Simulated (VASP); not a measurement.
Crystal: ScHg.

```xyz
2
Lattice="3.4800 0.0000 0.0000 0.0000 3.4800 0.0000 0.0000 0.0000 3.4800" Properties=species:S:1:pos:R:3 pbc="T T T"
Sc    1.7400    1.7400    1.7400
Hg    0.0000    0.0000    0.0000
```

Base run:

- Program: VASP 6.6.1
- Functional: BLYP
- Potentials or basis: VASP PAW PBE potentials, release 64 (Sc_sv, Hg)
- Cutoff: 520 eV
- k mesh: 9 × 9 × 9
- Occupations: methfessel-paxton, width 0.1 eV
- Spin: no spin polarisation

Its results: pressure 7.5 GPa.

Problem. The run is repeated on the same cell with these changes: functional from BLYP to PBEsol; further incar settings from ALGO = Normal; EDIFF = 1e-06; NBANDS = 18 to ALGO = Normal; EDIFF = 1e-07; NBANDS = 18. What comes out?

Solution. Pressure -0.7 GPa.

Caveats: the PAW data sets were made with another functional, which shifts forces and pressure a little.
